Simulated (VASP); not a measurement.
Crystal: ScAl.

```
Sc Al
1.0
     3.37035    0.00000    0.00000
     0.00000    3.37035    0.00000
     0.00000    0.00000    3.37035
Sc Al
1 1
Direct
  0.50000 0.50000 0.50000
  0.00000 0.00000 0.00000
```

Base run:

- Program: VASP 6.6.1
- Functional: r2SCAN
- Potentials or basis: VASP PAW PBE potentials, release 64 (Sc_sv, Al)
- Cutoff: 520 eV
- k mesh: 8 × 8 × 8, shifted
- Occupations: gaussian, width 0.1 eV
- Spin: no spin polarisation

Its results: band gap on the k mesh zero (bands 7 and 8 overlap by 0.63 eV); pressure 0.1 GPa.

The run is repeated on the same cell with these changes: k mesh from 8 × 8 × 8, shifted to 4 × 4 × 4, through Γ. What comes out?

Band gap on the k mesh zero (bands 7 and 8 overlap by 1.19 eV); pressure 0.5 GPa.

Caveats: some runs use coarse meshes; the PAW data sets were made with another functional, which shifts forces and pressure a little.
